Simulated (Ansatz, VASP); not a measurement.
**One calculation of Zr, two programs**

```
Zr
1.0
     3.24274    0.00000    0.00000
    -1.62137    2.80829    0.00000
     0.00000    0.00000    5.16410
Zr
2
Direct
  0.33333 0.66667 0.25000
  0.66667 0.33333 0.75000
```

Change from the starting cell: volume scaled by 1.01, crystal datasets.

Alike in both runs: task electric field gradients; functional PBEsol; k mesh 13 × 13 × 7; occupations fermi-dirac, width 0.08 eV; no spin polarisation.

```csv
,VASP,Ansatz
version,VASP 6.6.1,Ansatz 0.2.0
potentials or method,"VASP PAW PBE potentials, release 64 (Zr_sv), cutoff 520 eV","all-electron PAW with datasets made for the crystal, scalar-relativistic"
```

```tsv
	VASP	Ansatz	Ansatz less VASP
pressure (GPa)	-4.1	-4.1	-0.03
traceless stress, the component that is largest in VASP (GPa)	0.38	0.38	-0.002
size of Vzz on the site where it differs most (V/Å²)	40.7	41.4	+0.64
```

VASP's potentials were made for PBE, not for PBEsol. Ansatz ran all-electron here, and VASP with PAW potentials.
